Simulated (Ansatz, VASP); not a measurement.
## One calculation of Ti3Al, two programs

```
Ti Al
1.0
     2.92974    0.00000    0.00000
    -1.46487    2.53723    0.00000
     0.00000    0.00000    9.23153
Ti Al
3 1
Cartesian
  1.1269 0.6204 0.0000
  0.1067 1.7626 6.9279
  0.1067 1.7626 2.3037
  1.6858 0.9930 4.6158
```

Change from the starting cell: mode 4 frozen in at -0.338 Å and mode 5 at -0.225 Å (largest displacements).

Alike in both runs: task single point; functional PBE; k mesh 15 × 15 × 6; occupations gaussian, width 0.15 eV; no spin polarisation.

|  | VASP | Ansatz |
| --- | --- | --- |
| version | VASP 6.6.1 | Ansatz 0.2.0 |
| potentials or method | VASP PAW PBE potentials, release 64 (Ti_sv, Al), cutoff 520 eV | scalar-relativistic, plane waves, PAW |
| valence electrons in the cell | 39 | 39 |

|  | VASP | Ansatz | Ansatz less VASP |
| --- | --- | --- | --- |
| gap on the k mesh at the Fermi level (eV) | none | none | - |
| pressure (GPa) | -0.4 | -0.2 | +0.17 |
| traceless stress, the component that is largest in VASP (GPa) | 1.33 | 1.29 | -0.033 |
| rms of the force components (eV/Å) | 0.162 | 0.163 | +0.0008 |

Atom by atom the forces differ by 0.002 eV/Å (rms over components). A gap of «none» marks a metal or a gap that the smearing closes.
